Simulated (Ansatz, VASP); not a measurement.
## BN in VASP and in Ansatz

```
B N
1.0
     2.55394    0.00000    0.00000
    -1.27697    2.21178    0.00000
     0.00000    0.00000    4.22685
B N
2 2
Direct
  0.66667 0.33333 0.99972
  0.33333 0.66667 0.49972
  0.57932 0.26939 0.57796
  0.33333 0.66667 0.12528
```

Alike in both runs: task single point; functional PBE; k mesh 12 × 12 × 6; occupations gaussian, width 0.05 eV; no spin polarisation.

|  | VASP | Ansatz |
| --- | --- | --- |
| version | VASP 6.6.1 | Ansatz 0.2.0 |
| potentials or method | VASP PAW PBE potentials, release 64 (B, N), cutoff 520 eV | scalar-relativistic, plane waves, PAW |
| valence electrons in the cell | 16 | 16 |

|  | VASP | Ansatz | Ansatz less VASP |
| --- | --- | --- | --- |
| gap on the k mesh at the Fermi level (eV) | 4.48 | 4.49 | +0.009 |
| least direct gap on the mesh (eV) | 6.36 | 6.36 | -0.001 |
| pressure (GPa) | 14.5 | 14.3 | -0.15 |
| traceless stress, the component that is largest in VASP (GPa) | 11.25 | 11.14 | -0.111 |
| rms of the force components (eV/Å) | 3.151 | 3.149 | -0.0023 |

Atom by atom the forces differ by 0.008 eV/Å (rms over components).
